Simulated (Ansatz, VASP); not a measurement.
**Two plane-wave programs on KCl**

```
CELL_PARAMETERS angstrom
3.63239 0.00000 0.00000
0.00000 3.63239 0.00000
0.00000 0.00000 3.63239
ATOMIC_POSITIONS crystal
K 0.00000 0.00000 0.00000
Cl 0.50000 0.50000 0.50000
```

Change from the starting cell: hydrostatic strain -3.7%.

Alike in both runs: task single point; functional r2SCAN; k mesh 8 × 8 × 8; no spin polarisation.

```csv
,VASP,Ansatz
version,VASP 6.6.1,Ansatz 0.2.0
potentials or method,"VASP PAW PBE potentials, release 64 (K_sv, Cl)","plane waves, PAW"
plane-wave cutoff (eV),520,500
occupations,"gaussian, width 0.01 eV",fixed
valence electrons in the cell,16,16
```

Ansatz gave:

```
gap on the k mesh at the Fermi level (eV) : 6.40
pressure (GPa)                            : 3.4
```

Problem. Estimate VASP's values.

Solution. gap on the k mesh at the Fermi level (eV): 6.41; pressure (GPa): 3.4.

VASP's potentials were made for PBE, not for r2SCAN.
